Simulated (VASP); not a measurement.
# La (P6/mmm) in VASP: further runs

Runs on La. Level: PBE. Tasks: density of states.

All numbers are computed with VASP 6.6.1; they aren't measurements. Logs are shortened: lines on timing, memory, paths and dates and some standing lists are left out, and cuts for length are marked.

## 1. The cell of the first run

Symmetry: P6/mmm, No. 191, hexagonal system. Conventional cell: a = 3.499 Å, b = 3.499 Å, c = 3.485 Å, α = 90.00°, β = 90.00°, γ = 120.00°. La (site symmetry 6/mmm) has 8 La at 3.49 to 3.50 Å within 4.6 Å.

## 2. Density of states, PBE

The input, POSCAR:

```
La
1.0
    3.4987018636      0.0000000000      0.0000000000
   -1.7493509318      3.0299646941      0.0000000000
    0.0000000000      0.0000000000      3.4853096678
La
1
Direct
    0.0000000000      0.0000000000      0.0000000000
```

The input, INCAR.step1:

```
SYSTEM = La
PREC = Accurate
ENCUT = 520
EDIFF = 1E-6
ISMEAR = -1
SIGMA = 0.08
LREAL = .False.
LASPH = .True.
NELM = 80
ALGO = Normal
ISIF = 2
LWAVE = .False.
LCHARG = .True.
LMAXMIX = 6
GGA = PE
NBANDS = 12
```

The input, KPOINTS.step1:

```
Automatic mesh
0
Gamma
  12 12 11
  0 0 0
```

The input, INCAR.step2:

```
SYSTEM = La
PREC = Accurate
ENCUT = 520
EDIFF = 1E-6
ISMEAR = -5
SIGMA = 0.08
LREAL = .False.
LASPH = .True.
NELM = 80
ALGO = Normal
ISIF = 2
LWAVE = .False.
LCHARG = .False.
LMAXMIX = 6
GGA = PE
LORBIT = 10
NBANDS = 12
NEDOS = 2001
ICHARG = 11
```

The input, KPOINTS.step2:

```
Automatic mesh
0
Gamma
  18 18 17
  0 0 0
```

Potentials or basis: VASP PAW PBE potentials, release 64 (La).

The run is started by

```
$ cat potpaw_PBE.64/La/POTCAR > POTCAR
$ cp INCAR.step1 INCAR
$ cp KPOINTS.step1 KPOINTS
$ mpirun -np 1 vasp_std > vasp.out
$ cp INCAR.step2 INCAR
$ cp KPOINTS.step2 KPOINTS
$ mpirun -np 1 vasp_std > vasp.out
```

OUTCAR:

```text
SYSTEM = La
   PREC = Accurate
   ENCUT = 520
   EDIFF = 1E-6
   ISMEAR = -5
   LREAL = .False.
   LASPH = .True.
   NELM = 80
   ISIF = 2
   GGA = PE
   LORBIT = 10
   ICHARG = 11

 ion  position               nearest neighbor table
   1  0.000  0.000  0.000-

  LATTYP: Found a hexagonal cell.
 ALAT       =     3.4987018636
 C/A-ratio  =     0.9961722386

  Lattice vectors:

 A1 = (   3.4987018636,   0.0000000000,   0.0000000000)
 A2 = (  -1.7493509318,   3.0299646941,   0.0000000000)
 A3 = (   0.0000000000,   0.0000000000,   3.4853096678)

Analysis of symmetry for initial positions (statically):
=====================================================================
 Subroutine PRICEL returns:
 Original cell was already a primitive cell.

 Routine SETGRP: Setting up the symmetry group for a
 hexagonal supercell.

 Subroutine GETGRP returns: Found 24 space group operations
 (whereof 24 operations were pure point group operations)
 out of a pool of 24 trial point group operations.

The static configuration has the point symmetry D_6h.

Analysis of symmetry for dynamics (positions and initial velocities):
=====================================================================
 Subroutine PRICEL returns:
 Original cell was already a primitive cell.

 Routine SETGRP: Setting up the symmetry group for a
 hexagonal supercell.

 Subroutine GETGRP returns: Found 24 space group operations
 (whereof 24 operations were pure point group operations)
 out of a pool of 24 trial point group operations.

The dynamic configuration has the point symmetry D_6h.

 Subroutine INISYM returns: Found 24 space group operations
 (whereof 24 operations are pure point group operations),
 and found     1 'primitive' translations

----------------------------------------------------------------------------------------

                                     Primitive cell

  volume of cell :      36.9476

  direct lattice vectors                    reciprocal lattice vectors
     3.498701864  0.000000000  0.000000000     0.285820295  0.165018424  0.000000000
    -1.749350932  3.029964694  0.000000000     0.000000000  0.330036849  0.000000000
     0.000000000  0.000000000  3.485309668     0.000000000  0.000000000  0.286918551

  length of vectors
     3.498701864  3.498701864  3.485309668     0.330036849  0.330036849  0.286918551

  position of ions in fractional coordinates (direct lattice)
     0.000000000  0.000000000  0.000000000

  ion indices of the primitive-cell ions
   primitive index   ion index
                 1           1

----------------------------------------------------------------------------------------

 KPOINTS: Automatic mesh

Automatic generation of k-mesh.
 Grid dimensions read from file:
 generate k-points for:   18   18   17

 Generating k-lattice:

  Cartesian coordinates                     Fractional coordinates (reciprocal lattice)
     0.015878905  0.009167690  0.000000000     0.055555556  0.000000000  0.000000000
     0.000000000  0.018335380  0.000000000     0.000000000  0.055555556  0.000000000
     0.000000000  0.000000000  0.016877562     0.000000000  0.000000000  0.058823529

  Length of vectors
     0.018335380  0.018335380  0.016877562

  Shift w.r.t. Gamma in fractional coordinates (k-lattice)
     0.000000000  0.000000000  0.000000000

 TETIRR: Found   5441 inequivalent tetrahedra from    33048

 Subroutine IBZKPT returns following result:
 ===========================================

 Found    333 irreducible k-points:

 Following reciprocal coordinates:
            Coordinates               Weight
  0.000000  0.000000  0.000000      1.000000
  0.055556  0.000000  0.000000      6.000000
  0.111111  0.000000  0.000000      6.000000
  0.166667 -0.000000  0.000000      6.000000
  0.222222 -0.000000  0.000000      6.000000
  0.277778  0.000000  0.000000      6.000000
[... 16 lines left out ...]
  0.333333  0.111111  0.000000     12.000000
  0.388889  0.111111  0.000000     12.000000
 [... further k-points ...]
   k-points           NKPTS =    333   k-points in BZ     NKDIM =    333   number of bands    NBANDS=     12
   number of dos      NEDOS =   2001   number of ions     NIONS =      1
   total plane-waves  NPLWV =  21952
   dimension x,y,z NGX =    28 NGY =   28 NGZ =   28
   dimension x,y,z NGXF=    56 NGYF=   56 NGZF=   56
   ions per type =               1
   NGX,Y,Z   is equivalent  to a cutoff of  13.30, 13.30, 13.36 a.u.
   NGXF,Y,Z  is equivalent  to a cutoff of  26.61, 26.61, 26.71 a.u.
 SYSTEM =  La
   PREC   = accura    normal or accurate (medium, high low for compatibility)
   ISTART =      0    job   : 0-new  1-cont  2-samecut
   ICHARG =     11    charge: 1-file 2-atom 10-const
   ISPIN  =      1    spin polarized calculation?
   LNONCOLLINEAR =      F non collinear calculations
   LSORBIT =      F    spin-orbit coupling
   LASPH  =      T    aspherical Exc in radial PAW
   ENCUT  =  520.0 eV  38.22 Ry    6.18 a.u.   6.51  6.51  6.48*2*pi/ulx,y,z
   NELM   =     80;   NELMIN=  2; NELMDL=  0     # of ELM steps
   EDIFF  = 0.1E-05   stopping-criterion for ELM
   LREAL  =      F    real-space projection
   EDIFFG = 0.1E-04   stopping-criterion for IOM
   NSW    =      0    number of steps for IOM
   IBRION =     -1    ionic relax: 0-MD 1-quasi-New 2-CG
   NFREE  =      0    steps in history (QN), initial steepest desc. (CG)
   ISIF   =      2    stress and relaxation
   ISYM   =      2    0-nonsym 1-usesym 2-fastsym
   POTIM  = 0.5000    time-step for ionic-motion
   TEBEG  =    0.0;   TEEND  =   0.0 temperature during run
   PSTRESS=    0.0 pullay stress
   NELECT =      11.0000    total number of electrons
   NUPDOWN=      -1.0000    fix difference up-down
   EMIN   =  10.00;   EMAX   =-10.00  energy-range for DOS
   EFERMI =   0.00;   METHOD = LEGACY
   ISMEAR =    -5;   SIGMA  =   0.08  broadening in eV -4-tet -1-fermi 0-gaus
   EFERMI_NEDOS =   21; number of points for ismear=-14 and -15
   IALGO  =     38    algorithm
   IMIX   =      4    mixing-type and parameters
     AMIX     =   0.40;   BMIX     =  1.00
     AMIX_MAG =   1.60;   BMIX_MAG =  1.00
  volume/ion in A,a.u.               =      36.95       249.33
  Fermi-wavevector in a.u.,A,eV,Ry     =   1.093143  2.065741 16.258449  1.194962
  Thomas-Fermi vector in A             =   2.229423
   LORBIT       =     10    0 simple, 1 ext, 2 COOP (PROOUT), +10 PAW based schemes
   GGA     = PE    functional components
   LHFCALC =     F    Hartree Fock is set to
   AEXX    =    0.0000 exact exchange contribution
   IVDW    =     0    specifies the selected vdW correction
   LEPSILON=     F    determine dielectric tensor
   LRPA    =     F    only Hartree local field effects (RPA)
 non-spin polarized calculation
 Fermi weights with tetrahedron method with Bloechl corrections
  energy-cutoff  :      520.00
  volume of cell :       36.95
 maximum number of plane-waves:      1023
 NGX is ok and might be reduce to    28

 number of electron      10.9999998 magnetization

 Free energy of the ion-electron system (eV)
  ---------------------------------------------------
  ext. energy  EPLUGINS =         0.00000000
  ---------------------------------------------------
  free energy    TOTEN  =        -4.60245853 eV

  energy without entropy =       -4.60245853  energy(sigma->0) =       -4.60245853

 E-fermi :   7.7341     XC(G=0):  -9.5448

 val. band max:        7.8061017094   @ k =   0.3333   0.3333   0.2353
 cond. band min:       7.7154142121   @ k =   0.3889   0.2222   0.2353
 fundamental gap:     -0.0906874973
 Fermi energy:         7.7341332692

 k-point     1 :       0.0000    0.0000    0.0000
  band No.  band energies     occupation
      1     -25.1588      2.00000
      2      -8.2221      2.00000
      3      -7.8885      2.00000
      4      -7.8885      2.00000
      5       4.8632      2.00000
      6       6.8039      2.00000
      7       9.0882      0.00000
      8       9.4921      0.00000
      9       9.4927      0.00000
     10       9.8279      0.00000
     11       9.8928      0.00000
     12       9.9100      0.00000

 k-point     2 :       0.0556    0.0000    0.0000
  band No.  band energies     occupation
      1     -25.1508      2.00000
      2      -8.2148      2.00000
      3      -7.9533      2.00000
      4      -7.9022      2.00000
      5       4.9585      2.00000
      6       6.8583      2.00000
      7       8.8671      0.00000
      8       9.5140      0.00000
      9       9.6543      0.00000
     10       9.8154      0.00000
     11       9.8900      0.00000
     12       9.8917      0.00000

 k-point     3 :       0.1111    0.0000    0.0000
  band No.  band energies     occupation
      1     -25.1276      2.00000
      2      -8.1939      2.00000
      3      -8.1354      2.00000
      4      -7.9413      2.00000
      5       5.2205      2.00000
      6       7.0146      2.00000
      7       8.5163      0.00000
      8       9.5603      0.00000
      9       9.8191      0.00000
     10       9.8264      0.00000
     11       9.8896      0.00000
     12       9.9189      0.00000

 k-point     4 :       0.1667   -0.0000    0.0000
  band No.  band energies     occupation
      1     -25.0916      2.00000
      2      -8.4030      2.00000
      3      -8.1616      2.00000
      4      -8.0005      2.00000
      5       5.5819      2.00000
      6       7.2152      2.00000
      7       8.2588      0.00000
      8       9.6017      0.00000
      9       9.8098      0.00000
     10       9.8247      0.00000
     11       9.8848      0.00000
     12       9.9210      0.00000

 k-point     5 :       0.2222   -0.0000    0.0000
  band No.  band energies     occupation
      1     -25.0469      2.00000
      2      -8.7148      2.00000
      3      -8.1215      2.00000
      4      -8.0717      2.00000
      5       5.9497      2.00000
      6       7.2614      2.00000
      7       8.3628      0.00000
      8       9.6264      0.00000
      9       9.7474      0.00000
     10       9.8249      0.00000
     11       9.8789      0.00000
     12       9.9181      0.00000
[... 228 lines left out ...]
      1     -24.9837      2.00000
      2      -9.0585      2.00000
      3      -8.2487      2.00000
      4      -8.0651      2.00000
      5       6.5026      2.00000
      6       7.3859      2.00000
      7       8.4218      0.00000
      8       9.6203      0.00000
      9       9.7616      0.00000
     10       9.8261      0.00000
     11       9.8742      0.00000
     12       9.8839      0.00000

 k-point    22 :       0.2778    0.1111    0.0000
  band No.  band energies     occupation
      1     -24.9402      2.00000
      2      -9.3026      2.00000
      3      -8.3389      2.00000
      4      -8.0264      2.00000
      5       6.6329      2.00000
      6       7.4071      2.00000
      7       8.9474      0.00000
      8       9.5286      0.00000
      9       9.7360      0.00000
     10       9.8062      0.00000
     11       9.8866      0.00000
     12       9.9053      0.00000

 k-point    23 :       0.3333    0.1111    0.0000
  band No.  band energies     occupation
      1     -24.9043      2.00000
      2      -9.4957      2.00000
      3      -8.4111      2.00000
      4      -7.9946      2.00000
      5       6.5697      2.00000
      6       7.6408      1.69189
      7       9.3149      0.00000
      8       9.4485      0.00000
      9       9.7368      0.00000
     10       9.7873      0.00000
     11       9.8961      0.00000
     12       9.9484      0.00000

 k-point    24 :       0.3889    0.1111    0.0000
  band No.  band energies     occupation
      1     -24.8807      2.00000
      2      -9.6192      2.00000
      3      -8.4574      2.00000
      4      -7.9737      2.00000
      5       6.4886      2.00000
      6       7.8854     -0.06918
      7       9.2301      0.00000
      8       9.5784      0.00000
      9       9.7743      0.00000
     10       9.7830      0.00000
     11       9.9022      0.00000
     12       9.9853      0.00000

 [... further k-points ...]

------------------------ aborting loop because EDIFF is reached ----------------------------------------

  FORCE on cell =-STRESS in cart. coord.  units (eV):
  Direction    XX          YY          ZZ          XY          YZ          ZX
  --------------------------------------------------------------------------------------
  -------------------------------------------------------------------------------------
  Total       -0.1235591     -0.1235591     -0.0282310      0.0000000      0.0000000      0.0000000
  in kB       -5.3579598     -5.3579598     -1.2241968      0.0000000      0.0000000      0.0000000
  external PRESSURE =      -3.9800388 kB  Pullay stress =       0.0000000 kB

 VOLUME and BASIS-vectors are now :
 -----------------------------------------------------------------------------
  energy-cutoff  :      520.00
  volume of cell :       36.95
      direct lattice vectors                 reciprocal lattice vectors
     3.498701864  0.000000000  0.000000000     0.285820295  0.165018424  0.000000000
    -1.749350932  3.029964694  0.000000000     0.000000000  0.330036849  0.000000000
     0.000000000  0.000000000  3.485309668     0.000000000  0.000000000  0.286918551

 POSITION                                       TOTAL-FORCE (eV/Angst)
 -----------------------------------------------------------------------------------
      0.00000      0.00000      0.00000         0.000000      0.000000      0.000000
 -----------------------------------------------------------------------------------
    total drift:                               -0.000000     -0.000000     -0.000000

  FREE ENERGIE OF THE ION-ELECTRON SYSTEM (eV)
  ---------------------------------------------------
  free  energy   TOTEN  =        -4.6024585277 eV

  energy  without entropy=       -4.6024585277  energy(sigma->0) =       -4.60245853

 total charge

# of ion       s       p       d       f       tot
--------------------------------------------------
    1        2.056   5.544   0.960   0.103   8.663
```

It took 3.2 min on 1 thread of Intel Xeon 8259CL, shared host; peak memory 0.3 GiB.

What came out:

- Valence electrons inside the program's atomic spheres: La 8.66

Caveat: spin-orbit coupling is left out, which moves the levels of the heavy elements; tetrahedron occupations give inexact forces and stress in metals.

## 3. Density of states, PBE (volume scaled by 0.4)

The input, POSCAR:

```
La
1.0
    2.6281862592      0.0000000000      0.0000000000
   -1.3140931296      2.2760760664      0.0000000000
    0.0000000000      0.0000000000      2.4706029418
La
1
Direct
    0.0000000000      0.0000000000      0.0000000000
```

The input, INCAR.step1:

```
ALGO = Normal ; EDIFF = 1E-7
ENCUT = 520 ; GGA = PE
ISIF = 2 ; ISMEAR = -1
LASPH = True ; LCHARG = True
LMAXMIX = 6 ; LREAL = False
LWAVE = False ; NBANDS = 12
NELM = 80 ; PREC = Accurate
SIGMA = 0.08
```

The input, KPOINTS.step1:

```
k-points
0
Gamma
  12 12 11
```

The input, INCAR.step2:

```
ALGO = Normal ; EDIFF = 1E-7
ENCUT = 520 ; GGA = PE
ICHARG = 11 ; ISIF = 2
ISMEAR = -5 ; LASPH = True
LCHARG = False ; LMAXMIX = 6
LORBIT = 11 ; LREAL = False
LWAVE = False ; NBANDS = 12
NEDOS = 2001 ; NELM = 80
PREC = Accurate ; SIGMA = 0.08
```

The input, KPOINTS.step2:

```
k-points
0
Gamma
  18 18 17
```

Potentials or basis: VASP PAW PBE potentials, release 64 (La).

The run is started by

```
$ cat potpaw_PBE.64/La/POTCAR > POTCAR
$ cp INCAR.step1 INCAR
$ cp KPOINTS.step1 KPOINTS
$ mpirun -np 1 vasp_std > vasp.out
$ cp INCAR.step2 INCAR
$ cp KPOINTS.step2 KPOINTS
$ mpirun -np 1 vasp_std > vasp.out
```

OUTCAR:

```text
EDIFF = 1E-7
   ENCUT = 520
   GGA = PE
   ICHARG = 11
   ISIF = 2
   ISMEAR = -5
   LASPH = True
   LORBIT = 11
   LREAL = False
   NELM = 80
   PREC = Accurate

 ion  position               nearest neighbor table
   1  0.000  0.000  0.000-

  LATTYP: Found a hexagonal cell.
 ALAT       =     2.6281862592
 C/A-ratio  =     0.9400410390

  Lattice vectors:

 A1 = (   2.6281862592,   0.0000000000,   0.0000000000)
 A2 = (  -1.3140931296,   2.2760760664,   0.0000000000)
[... 547 lines left out ...]
  FORCE on cell =-STRESS in cart. coord.  units (eV):
  Direction    XX          YY          ZZ          XY          YZ          ZX
  --------------------------------------------------------------------------------------
  -------------------------------------------------------------------------------------
  Total       15.3287859     15.3287859     15.6018265      0.0000000     -0.0000000      0.0000000
  in kB     1661.7759697   1661.7759698   1691.3759842      0.0000000     -0.0000000      0.0000000
  external PRESSURE =    1671.6426413 kB  Pullay stress =       0.0000000 kB

 VOLUME and BASIS-vectors are now :
 -----------------------------------------------------------------------------
  energy-cutoff  :      520.00
  volume of cell :       14.78
      direct lattice vectors                 reciprocal lattice vectors
     2.628186259  0.000000000  0.000000000     0.380490537  0.219676314  0.000000000
    -1.314093130  2.276076066  0.000000000     0.000000000  0.439352627  0.000000000
     0.000000000  0.000000000  2.470602942     0.000000000  0.000000000  0.404759495

 POSITION                                       TOTAL-FORCE (eV/Angst)
 -----------------------------------------------------------------------------------
      0.00000      0.00000      0.00000         0.000000      0.000000      0.000000
 -----------------------------------------------------------------------------------
    total drift:                                0.000000     -0.000000      0.000000

  FREE ENERGIE OF THE ION-ELECTRON SYSTEM (eV)
  ---------------------------------------------------
  free  energy   TOTEN  =        -0.1656824712 eV

  energy  without entropy=       -0.1656824712  energy(sigma->0) =       -0.16568247

 total charge

# of ion       s       p       d       f       tot
--------------------------------------------------
    1        2.037   5.525   2.229   0.990  10.782
```

OSZICAR.step1:

```text
N       E                     dE             d eps       ncg     rms          rms(c)
DAV:   1     0.703144376597E+02    0.70314E+02   -0.39340E+03  3048   0.139E+03
DAV:   2     0.358954303077E+01   -0.66725E+02   -0.61875E+02  3160   0.216E+02
DAV:   3    -0.376696413695E+00   -0.39662E+01   -0.38059E+01  4088   0.695E+01
DAV:   4    -0.549062074366E+00   -0.17237E+00   -0.17066E+00  4768   0.103E+01
DAV:   5    -0.554892860869E+00   -0.58308E-02   -0.58274E-02  4152   0.179E+00    0.158E+01
DAV:   6    -0.304557559188E+00    0.25034E+00   -0.22181E-02  3920   0.198E+00    0.961E+00
DAV:   7    -0.168115835145E+00    0.13644E+00   -0.61176E-02  3512   0.316E+00    0.251E-01
DAV:   8    -0.168804999141E+00   -0.68916E-03   -0.53093E-03  4460   0.852E-01    0.876E-02
DAV:   9    -0.169138404434E+00   -0.33341E-03   -0.44710E-04  3664   0.211E-01    0.550E-02
DAV:  10    -0.169371519264E+00   -0.23311E-03   -0.90971E-04  4152   0.271E-01    0.232E-02
DAV:  11    -0.169381756158E+00   -0.10237E-04   -0.35335E-05  4156   0.492E-02    0.146E-02
DAV:  12    -0.169390111493E+00   -0.83553E-05   -0.67653E-05  4120   0.659E-02    0.262E-03
DAV:  13    -0.169390593912E+00   -0.48242E-06   -0.26925E-06  3984   0.175E-02    0.156E-03
DAV:  14    -0.169390434159E+00    0.15975E-06   -0.12242E-07  2984   0.312E-03    0.475E-04
DAV:  15    -0.169390380457E+00    0.53702E-07   -0.87827E-09  1968   0.152E-03
   1 F= -.16939038E+00 E0= -.16055153E+00  d E =-.176777E-01
```

Wall time 51 s (1 thread of Intel Xeon Platinum 8375C at 2.90GHz (Ice Lake), shared host); peak memory 0.19 GiB.

What came out:

| Item | Value |
| --- | --- |
| Valence electrons inside the program's atomic spheres | La 10.78 |

Levels at points of the mesh, in eV from the Fermi level:
```
           k point  band 4  band 5  band 6  band 7  band 8  band 9
(0.00, 0.00, 0.00)  -11.11   -3.11    0.35    2.40    2.40    2.41
(0.50, 0.00, 0.00)   -9.33   -4.35    1.05    2.97    3.22    4.43
```

Caveat: spin-orbit coupling is left out, which moves the levels of the heavy elements; tetrahedron occupations give inexact forces and stress in metals.
